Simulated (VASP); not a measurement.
# Au (Cmcm) in VASP: relaxation of shape and atoms at fixed volume with PBEsol

Aim: the relaxation of shape and atoms at fixed volume of Au with PBEsol.

Program: VASP 6.6.1. These are calculated values, not measurements. Logs are shortened: lines on timing, memory, paths and dates and some standing lists are left out, and cuts for length are marked.

## 1. The cell of the first run

The structure is orthorhombic, space group Cmcm (No. 63). The conventional cell has a = 2.746 Å, b = 4.866 Å, c = 4.641 Å, α = 90.00°, β = 90.00°, γ = 90.00°. Au (site symmetry m2m) has 12 Au at 2.75 to 2.82 Å within 3.6 Å.

## 2. Relaxation of shape and atoms at fixed volume, PBEsol (volume scaled by 0.91)

INCAR

```
PREC = Accurate ; ENCUT = 600
EDIFF = 1E-7 ; ISMEAR = 0
SIGMA = 0.1 ; LREAL = F
LASPH = T ; NELM = 60
ALGO = Fast ; ISIF = 4
LWAVE = F ; LCHARG = F
GGA = PS ; IBRION = 2
NSW = 50 ; EDIFFG = -0.01
```

KPOINTS

```
Automatic mesh
0
Gamma
  16 16 10
```

POSCAR

```
Au
1.0
    1.3732017035     -2.4329920185      0.0000000000
    1.3732017035      2.4329920185      0.0000000000
    0.0000000000      0.0000000000      4.6406242589
Au
2
Direct
    0.6638053664      0.3361946336      0.2500000000
    0.3361946336      0.6638053664      0.7500000000
```

Potentials or basis: VASP PAW PBE potentials, release 64 (Au).

Run with:

```
> cat potpaw_PBE.64/Au/POTCAR > POTCAR
> mpirun -np 1 vasp_std > vasp.out
```

OUTCAR:

```text
PREC = Accurate
   ENCUT = 600
   EDIFF = 1E-7
   ISMEAR = 0
   LREAL = F
   LASPH = T
   NELM = 60
   ISIF = 4
   GGA = PS
   IBRION = 2
   NSW = 50
   EDIFFG = -0.01

 ion  position               nearest neighbor table
   1  0.664  0.336  0.250-   2 2.82   2 2.82   2 2.82   2 2.82   2 2.82   2 2.82
   2  0.336  0.664  0.750-   1 2.82   1 2.82   1 2.82   1 2.82   1 2.82   1 2.82

  LATTYP: Found a base centered orthorhombic cell.
 ALAT       =     2.7464034070
 B/A-ratio  =     1.7717659484
 C/A-ratio  =     1.6897096206

  Lattice vectors:

 A1 = (   1.3732017035,  -2.4329920185,   0.0000000000)
 A2 = (   1.3732017035,   2.4329920185,   0.0000000000)
 A3 = (   0.0000000000,   0.0000000000,   4.6406242589)

Analysis of symmetry for initial positions (statically):
=====================================================================
 Subroutine PRICEL returns:
 Original cell was already a primitive cell.

 Routine SETGRP: Setting up the symmetry group for a
 base centered orthorhombic supercell.

 Subroutine GETGRP returns: Found  8 space group operations
 (whereof  4 operations were pure point group operations)
 out of a pool of  8 trial point group operations.

The static configuration has the point symmetry C_2h.
 The point group associated with its full space group is D_2h.

Analysis of symmetry for dynamics (positions and initial velocities):
=====================================================================
 Subroutine PRICEL returns:
 Original cell was already a primitive cell.

 Routine SETGRP: Setting up the symmetry group for a
 base centered orthorhombic supercell.

 Subroutine GETGRP returns: Found  8 space group operations
 (whereof  4 operations were pure point group operations)
 out of a pool of  8 trial point group operations.

The dynamic configuration has the point symmetry C_2h.
 The point group associated with its full space group is D_2h.

 Subroutine INISYM returns: Found  8 space group operations
 (whereof  4 operations are pure point group operations),
 and found     1 'primitive' translations

----------------------------------------------------------------------------------------

                                     Primitive cell

  volume of cell :      31.0085

  direct lattice vectors                    reciprocal lattice vectors
     1.373201703 -2.432992018  0.000000000     0.364112569 -0.205508278  0.000000000
     1.373201703  2.432992018  0.000000000     0.364112569  0.205508278  0.000000000
     0.000000000  0.000000000  4.640624259     0.000000000  0.000000000  0.215488250

  length of vectors
     2.793766826  2.793766826  4.640624259     0.418104790  0.418104790  0.215488250

  position of ions in fractional coordinates (direct lattice)
     0.663805366  0.336194634  0.250000000
     0.336194634  0.663805366  0.750000000

  ion indices of the primitive-cell ions
   primitive index   ion index
                 1           1
                 2           2

----------------------------------------------------------------------------------------

 KPOINTS: Automatic mesh

Automatic generation of k-mesh.
 Grid dimensions read from file:
 generate k-points for:   16   16   10

 Generating k-lattice:

  Cartesian coordinates                     Fractional coordinates (reciprocal lattice)
     0.022757036 -0.012844267  0.000000000     0.062500000  0.000000000  0.000000000
     0.022757036  0.012844267  0.000000000     0.000000000  0.062500000  0.000000000
     0.000000000  0.000000000  0.021548825     0.000000000  0.000000000  0.100000000

  Length of vectors
     0.026131549  0.026131549  0.021548825

  Shift w.r.t. Gamma in fractional coordinates (k-lattice)
     0.000000000  0.000000000  0.000000000

[... 58 lines left out ...]
   POTIM  = 0.5000    time-step for ionic-motion
   TEBEG  =    0.0;   TEEND  =   0.0 temperature during run
   PSTRESS=    0.0 pullay stress
   NELECT =      22.0000    total number of electrons
   NUPDOWN=      -1.0000    fix difference up-down
   EMIN   =  10.00;   EMAX   =-10.00  energy-range for DOS
   EFERMI =   0.00;   METHOD = LEGACY
   ISMEAR =     0;   SIGMA  =   0.10  broadening in eV -4-tet -1-fermi 0-gaus
   EFERMI_NEDOS =   21; number of points for ismear=-14 and -15
   IALGO  =     68    algorithm
   IMIX   =      4    mixing-type and parameters
     AMIX     =   0.40;   BMIX     =  1.00
     AMIX_MAG =   1.60;   BMIX_MAG =  1.00
  volume/ion in A,a.u.               =      15.50       104.63
  Fermi-wavevector in a.u.,A,eV,Ry     =   1.460120  2.759227 29.006951  2.131951
  Thomas-Fermi vector in A             =   2.576607
   LORBIT       =      0    0 simple, 1 ext, 2 COOP (PROOUT), +10 PAW based schemes
   GGA     = PS    functional components
   LHFCALC =     F    Hartree Fock is set to
   AEXX    =    0.0000 exact exchange contribution
   IVDW    =     0    specifies the selected vdW correction
   LEPSILON=     F    determine dielectric tensor
   LRPA    =     F    only Hartree local field effects (RPA)
 conjugate gradient relaxation of ions
 non-spin polarized calculation
 RMM-DIIS sequential band-by-band and
 Gauss-broadening in eV      SIGMA  =   0.10
  energy-cutoff  :      600.00
  volume of cell :       31.01
 maximum number of plane-waves:      1067
   NGX = 11   NGY = 11   NGZ = 19

--------------------------------------- Ionic step        1  -------------------------------------------

 number of electron      22.0000000 magnetization

 Free energy of the ion-electron system (eV)
  ---------------------------------------------------
  ext. energy  EPLUGINS =         0.00000000
  ---------------------------------------------------
  free energy    TOTEN  =        -7.65049620 eV

  energy without entropy =       -7.64678596  energy(sigma->0) =       -7.64864108

------------------------ aborting loop because EDIFF is reached ----------------------------------------

  FORCE on cell =-STRESS in cart. coord.  units (eV):
  Direction    XX          YY          ZZ          XY          YZ          ZX
  --------------------------------------------------------------------------------------
  -------------------------------------------------------------------------------------
  Total        4.1396788      4.0316053      4.0352871      0.0000000      0.0000000      0.0000000
  in kB      213.8926243    208.3085883    208.4988202      0.0000000      0.0000000      0.0000000
  external PRESSURE =     210.2333443 kB  Pullay stress =       0.0000000 kB

 VOLUME and BASIS-vectors are now :
 -----------------------------------------------------------------------------
  energy-cutoff  :      600.00
  volume of cell :       31.01
      direct lattice vectors                 reciprocal lattice vectors
     1.373201703 -2.432992018  0.000000000     0.364112569 -0.205508278  0.000000000
     1.373201703  2.432992018  0.000000000     0.364112569  0.205508278  0.000000000
     0.000000000  0.000000000  4.640624259     0.000000000  0.000000000  0.215488250

 POSITION                                       TOTAL-FORCE (eV/Angst)
 -----------------------------------------------------------------------------------
      1.37320     -0.79707      1.16016         0.000000     -0.000157     -0.000000
      1.37320      0.79707      3.48047         0.000000      0.000157      0.000000
 -----------------------------------------------------------------------------------
    total drift:                                0.000000      0.000000      0.000000

  FREE ENERGIE OF THE ION-ELECTRON SYSTEM (eV)
  ---------------------------------------------------
  free  energy   TOTEN  =        -7.6504962000 eV

  energy  without entropy=       -7.6467859627  energy(sigma->0) =       -7.64864108

--------------------------------------- Ionic step        2  -------------------------------------------

 number of electron      22.0000001 magnetization

 Free energy of the ion-electron system (eV)
  ---------------------------------------------------
  ext. energy  EPLUGINS =         0.00000000
  ---------------------------------------------------
  free energy    TOTEN  =        -7.65060715 eV

  energy without entropy =       -7.64669636  energy(sigma->0) =       -7.64865175

 E-fermi :  10.9142     XC(G=0): -13.4512

 val. band max:       10.9073119807   @ k =  -0.1250   0.1250   0.1000
 cond. band min:      10.9142574035   @ k =   0.1250  -0.0000   0.1000
 fundamental gap:      0.0069454228
 Fermi energy:        10.9142291431

 k-point     1 :       0.0000    0.0000    0.0000
  band No.  band energies     occupation
      1      -0.0301      2.00000
      2       2.6065      2.00000
      3       5.5301      2.00000
      4       5.6580      2.00000
      5       5.9931      2.00000
      6       6.0938      2.00000
      7       6.3399      2.00000
      8       6.9059      2.00000
      9       7.0789      2.00000
     10       8.6248      2.00000
     11       8.6794      2.00000
     12       9.2912      2.00000
     13      14.1938      0.00000
     14      25.3166      0.00000
[... 401 lines left out ...]
      2       2.7171      2.00000
      3       5.4026      2.00000
      4       5.7608      2.00000
      5       6.0644      2.00000
      6       6.0847      2.00000
      7       6.4257      2.00000
      8       6.8021      2.00000
      9       7.0174      2.00000
     10       7.9107      2.00000
     11       8.6555      2.00000
     12      10.2189      2.00000
     13      14.1846      0.00000
     14      25.3975      0.00000
     15      26.9143      0.00000

 [... further k-points ...]
[... 5 lines left out ...]
  --------------------------------------------------------------------------------------
  -------------------------------------------------------------------------------------
  Total        4.0807508      4.0451316      4.0647785      0.0000000     -0.0000000      0.0000000
  in kB      210.8478769    209.0074728    210.0226103      0.0000000     -0.0000000      0.0000000
  external PRESSURE =     209.9593200 kB  Pullay stress =       0.0000000 kB

 VOLUME and BASIS-vectors are now :
 -----------------------------------------------------------------------------
  energy-cutoff  :      600.00
  volume of cell :       31.01
      direct lattice vectors                 reciprocal lattice vectors
     1.375548567 -2.430807600  0.000000000     0.363491346 -0.205692956  0.000000000
     1.375548567  2.430807600  0.000000000     0.363491346  0.205692956  0.000000000
     0.000000000  0.000000000  4.636869885     0.000000000  0.000000000  0.215662726

 POSITION                                       TOTAL-FORCE (eV/Angst)
 -----------------------------------------------------------------------------------
      1.37555     -0.79637      1.15922         0.000000     -0.003778      0.000000
      1.37555      0.79637      3.47765         0.000000      0.003778      0.000000
 -----------------------------------------------------------------------------------
    total drift:                               -0.000000     -0.000000     -0.000000

  FREE ENERGIE OF THE ION-ELECTRON SYSTEM (eV)
  ---------------------------------------------------
  free  energy   TOTEN  =        -7.6506071457 eV

  energy  without entropy=       -7.6466963621  energy(sigma->0) =       -7.64865175

 reached required accuracy - stopping structural energy minimisation
```

Run time: 6.4 min. Hardware: 1 thread of Oxide Virtual Turin-like, shared host; peak memory 0.31 GiB.

Results:

| Item | Value |
| --- | --- |
| Free energy | -7.6506 eV |
| Energy gained by relaxing | 0.1 meV/atom |
| Ionic steps | 2 |
| Pressure after relaxing | 21.0 GPa |
| Largest force after relaxing | 0.004 eV/Å |
| Band gap on the k mesh | zero (band 11 reaches 15.17 eV, above the bottom of band 12 at 8.15 eV) |

Forces on the atoms (eV/Å):
```
Au   0.000 -0.004  0.000
Au   0.000  0.004  0.000
```

Step by step:
| step | energy change (eV) | largest force (eV/Å) | pressure (GPa) | volume (Å³) |
| --- | --- | --- | --- | --- |
| 1 | 0.0000 | 0.0002 | 21.02 | 31.01 |
| 2 | -0.0001 | 0.0038 | 21.00 | 31.01 |

Final structure:
```
Au
1.0
     1.37555   -2.43081    0.00000
     1.37555    2.43081    0.00000
     0.00000    0.00000    4.63687
Au
2
Direct
  0.66381 0.33619 0.25000
  0.33619 0.66381 0.75000
```

Caveat: the cell differs from its parent crystal (volume scaled by 0.91); the PAW data sets were made with another functional, which shifts forces and pressure a little; spin-orbit coupling is left out, which moves the levels of the heavy elements.
